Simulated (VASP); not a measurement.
# HfB in VASP: further runs, part 2 of 2

VASP 6.6.1. Earlier steps stand in the parts before.

## Step 3: Single point, PBE

The input, INCAR:

```
SYSTEM = HfB
PREC = Accurate
ENCUT = 520
EDIFF = 1E-6
ISMEAR = 0
SIGMA = 0.1
LREAL = .False.
LASPH = .True.
NELM = 60
ALGO = Normal
ISIF = 2
LWAVE = .False.
LCHARG = .True.
GGA = PE
LELF = .True.
LVHAR = .True.
NBANDS = 28
```

The input, KPOINTS:

```
Automatic mesh
0
Gamma
  12 12 4
  0 0 0
```

The input, POSCAR:

```
HfB
1.0
    3.4223056964      0.0000003024      0.0000000000
   -1.7111531101      2.9638035214      0.0000000000
    0.0000000000      0.0000000000      8.3515028518
Hf B
3 3
Direct
    0.0000000000      0.0000000000      0.0000000000
    0.3333333333      0.6666666667      0.3333333333
    0.6666666667      0.3333333333      0.6666666667
    0.6666666667      0.3333333333      0.1666666667
    0.0000000000      0.0000000000      0.5000000000
    0.3333333333      0.6666666667      0.8333333333
```

Potentials or basis: VASP PAW PBE potentials, release 64 (Hf_pv, B).

On the command line:

```
> cat potpaw_PBE.64/Hf_pv/POTCAR potpaw_PBE.64/B/POTCAR > POTCAR
> mpirun -np 1 vasp_std > vasp.out
```

OUTCAR:

```text
SYSTEM = HfB
   PREC = Accurate
   ENCUT = 520
   EDIFF = 1E-6
   ISMEAR = 0
   LREAL = .False.
   LASPH = .True.
   NELM = 60
   ISIF = 2
   GGA = PE

 ion  position               nearest neighbor table
   1  0.000  0.000  0.000-   4 2.42   6 2.42   4 2.42   6 2.42   4 2.42   6 2.42   2 3.41   3 3.41
                             2 3.41   3 3.41   3 3.41   2 3.41
   2  0.333  0.667  0.333-   4 2.42   4 2.42   5 2.42   4 2.42   5 2.42   5 2.42   1 3.41   1 3.41
                             1 3.41   3 3.41   3 3.41   3 3.41
   3  0.667  0.333  0.667-   6 2.42   6 2.42   5 2.42   6 2.42   5 2.42   5 2.42   1 3.41   1 3.41
[... 971 lines left out ...]
  Total        0.0409680      0.0409680      0.0620601     -0.0000000      0.0000000      0.0000000
  in kB        0.7748593      0.7748593      1.1737900     -0.0000000      0.0000000      0.0000000
  external PRESSURE =       0.9078362 kB  Pullay stress =       0.0000000 kB

 VOLUME and BASIS-vectors are now :
 -----------------------------------------------------------------------------
  energy-cutoff  :      520.00
  volume of cell :       84.71
      direct lattice vectors                 reciprocal lattice vectors
     3.422305696  0.000000302  0.000000000     0.292200650  0.168702158  0.000000000
    -1.711153110  2.963803521  0.000000000    -0.000000030  0.337404265  0.000000000
     0.000000000  0.000000000  8.351502852     0.000000000  0.000000000  0.119738928

 POSITION                                       TOTAL-FORCE (eV/Angst)
 -----------------------------------------------------------------------------------
      0.00000      0.00000      0.00000         0.000000      0.000000      0.000000
     -0.00000      1.97587      2.78383         0.000000      0.000000     -0.000000
      1.71115      0.98793      5.56767        -0.000000     -0.000000      0.000000
      1.71115      0.98793      1.39192        -0.000000     -0.000000      0.000000
      0.00000      0.00000      4.17575         0.000000     -0.000000      0.000000
     -0.00000      1.97587      6.95959        -0.000000     -0.000000      0.000000
 -----------------------------------------------------------------------------------
    total drift:                               -0.000000      0.000000     -0.000000

  FREE ENERGIE OF THE ION-ELECTRON SYSTEM (eV)
  ---------------------------------------------------
  free  energy   TOTEN  =       -52.3961458535 eV

  energy  without entropy=      -52.3808444368  energy(sigma->0) =      -52.38849515
```

OSZICAR:

```text
N       E                     dE             d eps       ncg     rms          rms(c)
DAV:   1     0.134038023253E+03    0.13404E+03   -0.20343E+04  3880   0.130E+03
DAV:   2    -0.502675319734E+02   -0.18431E+03   -0.17852E+03  4688   0.314E+02
DAV:   3    -0.575433493166E+02   -0.72758E+01   -0.71173E+01  4952   0.445E+01
DAV:   4    -0.576256401047E+02   -0.82291E-01   -0.82001E-01  5028   0.533E+00
DAV:   5    -0.576264553767E+02   -0.81527E-03   -0.81497E-03  4936   0.489E-01    0.930E+01
DAV:   6    -0.525482625564E+02    0.50782E+01   -0.18010E+01  4336   0.152E+01    0.576E+01
DAV:   7    -0.525394955102E+02    0.87670E-02   -0.38673E+00  4880   0.850E+00    0.102E+01
DAV:   8    -0.523969493142E+02    0.14255E+00   -0.81736E-01  4408   0.346E+00    0.198E+00
DAV:   9    -0.523962489039E+02    0.70041E-03   -0.23689E-02  4868   0.836E-01    0.406E-01
DAV:  10    -0.523961487341E+02    0.10017E-03   -0.58980E-04  4800   0.120E-01    0.754E-02
DAV:  11    -0.523961486512E+02    0.82856E-07   -0.17753E-05  5020   0.199E-02    0.379E-02
DAV:  12    -0.523961460216E+02    0.26296E-05   -0.26071E-06  3656   0.958E-03    0.592E-03
DAV:  13    -0.523961458535E+02    0.16809E-06   -0.70542E-07  2740   0.500E-03
   1 F= -.52396146E+02 E0= -.52388495E+02  d E =-.153014E-01
```

Run time: 3.7 min. Hardware: 1 thread of Intel Xeon Platinum 8488C (Sapphire Rapids), shared host; peak memory 0.3 GiB.

What came out:

| Item | Value |
| --- | --- |
| Free energy | -52.3961 eV |
| Pressure | 0.1 GPa |

Levels at points of the mesh, in eV from the Fermi level:
```
           k point  band 17  band 18  band 19  band 20  band 21  band 22  band 23  band 24
(0.00, 0.00, 0.00)    -0.65    -0.65     2.02     2.02     2.07     3.55     3.55     3.58
(0.50, 0.00, 0.00)    -1.16    -0.79    -0.65    -0.65     1.91     1.94     4.07     4.07
(0.00, 0.00, 0.50)     0.27     0.89     0.89     0.89     0.89     2.89     2.89     2.89
(0.50, 0.00, 0.50)    -1.13    -1.06    -1.06     0.74     0.74     2.22     2.22     5.61
```

Caveat: spin-orbit coupling is left out, which moves the levels of the heavy elements.

## Step 4: Relaxation of cell and atoms, PBE

This run uses another cell than the first one, of 12.33 Å³/atom, 0.874 times its volume.

The input, INCAR:

```
SYSTEM = HfB
  ALGO = Normal
  EDIFF = 1E-7
  EDIFFG = -0.05
  ENCUT = 600
  GGA = PE
  IBRION = 2
  ISIF = 3
  ISMEAR = 0
  LASPH = .True.
  LCHARG = .False.
  LREAL = .False.
  LWAVE = .False.
  NELM = 100
  NSW = 100
  PREC = Accurate
  SIGMA = 0.1
```

The input, KPOINTS:

```
k-points
0
Gamma
  6 6 4
  0 0 0
```

The input, POSCAR:

```
HfB
1.0
    3.2668330000      0.0000000000      0.0000000000
   -1.6334170000      2.8291610000      0.0000000000
    0.0000000000      0.0000000000      8.0020750000
Hf B
3 3
Direct
    0.0000000000      0.0000000000      0.0000000000
    0.3333333300      0.6666666700      0.3333333300
    0.6666666700      0.3333333300      0.6666666700
    0.6666666700      0.3333333300      0.1666666700
    0.0000000000      0.0000000000      0.5000000000
    0.3333333300      0.6666666700      0.8333333300
```

On the command line:

```
> cat potpaw_PBE.64/Hf_pv/POTCAR potpaw_PBE.64/B/POTCAR > POTCAR
> mpirun -np 1 vasp_std > vasp.out
```

Wall time 5.6 min (1 thread of Intel Xeon Platinum 8488C (Sapphire Rapids), shared host); peak memory 0.25 GiB.

It converged, with:

| Property | Result |
| --- | --- |
| Free energy | -52.4177 eV |
| Relaxed volume | 14.10 Å³/atom |
| Relaxed cell | a = 3.435 Å, b = 3.435 Å, c = 8.279 Å, α = 90.00°, β = 90.00°, γ = 120.00° |
| Space group after relaxing (to 0.05 Å) | R-3m (No. 166) |
| Energy gained by relaxing | 156.0 meV/atom |
| Ionic steps | 7 |
| Pressure after relaxing | 0.3 GPa |

The path:
| step | energy change (eV) | largest force (eV/Å) | pressure (GPa) | volume (Å³) |
| --- | --- | --- | --- | --- |
| 1 | 0.0000 | 0.0000 | 30.81 | 73.96 |
| 2 | 0.5076 | 0.0000 | -22.49 | 102.34 |
| 3 | -0.9310 | 0.0000 | -1.03 | 85.28 |
| 4 | -0.9326 | 0.0000 | -0.17 | 84.85 |
| 5 | -0.9324 | 0.0000 | 0.30 | 84.62 |
| 6 | -0.9349 | 0.0000 | 0.29 | 84.62 |
| 7 | -0.9359 | 0.0000 | 0.30 | 84.61 |

Final structure:
```
Hf B
1.0
     3.43519    0.00000    0.00000
    -1.71759    2.97496    0.00000
     0.00000    0.00000    8.27895
Hf B
3 3
Direct
  0.00000 0.00000 0.00000
  0.33333 0.66667 0.33333
  0.66667 0.33333 0.66667
  0.66667 0.33333 0.16667
  0.00000 0.00000 0.50000
  0.33333 0.66667 0.83333
```

Levels at points of the mesh, in eV from the Fermi level:
```csv
k point,band 18,band 19,band 20,band 21,band 22,band 23
"(0.00, 0.00, 0.00)",-0.69,1.99,1.99,2.20,3.54,3.54
"(0.50, 0.00, 0.00)",-0.77,-0.66,-0.66,1.88,2.02,4.18
"(0.00, 0.00, 0.50)",0.87,0.87,0.87,0.87,2.86,2.86
"(0.50, 0.00, 0.50)",-1.05,-1.03,0.73,0.73,2.29,2.29
```

Caveat: the k points lie up to 0.35 Å⁻¹ apart in the final cell; spin-orbit coupling is left out, which moves the levels of the heavy elements.

## Step 5: Summary

```csv
task,cell,k mesh,cutoff (eV),gap on the mesh (eV),pressure (GPa)
single point,"a = 3.435, b = 3.435, c = 8.286 Å, angles 90.0, 90.0, 120.0°, 6 atoms",6 × 6 × 4,520,none,0.2
single point,"a = 3.422, b = 3.422, c = 8.352 Å, angles 90.0, 90.0, 120.0°, 6 atoms",12 × 12 × 4,520,none,0.1
relaxation of cell and atoms,"relaxed from a = 3.267, b = 3.267, c = 8.002 Å, angles 90.0, 90.0, 120.0°, 6 atoms",6 × 6 × 4,600,none,0.3
```

Alike in all rows: level PBE; potentials or basis VASP PAW PBE potentials, release 64 (Hf_pv, B); no spin polarisation; smearing gaussian 0.1 eV.

Caveats: some runs use coarse meshes; spin-orbit coupling is left out, which moves the levels of the heavy elements.

Total energies depend on the potentials used, so only differences within one code and one set of settings carry meaning.
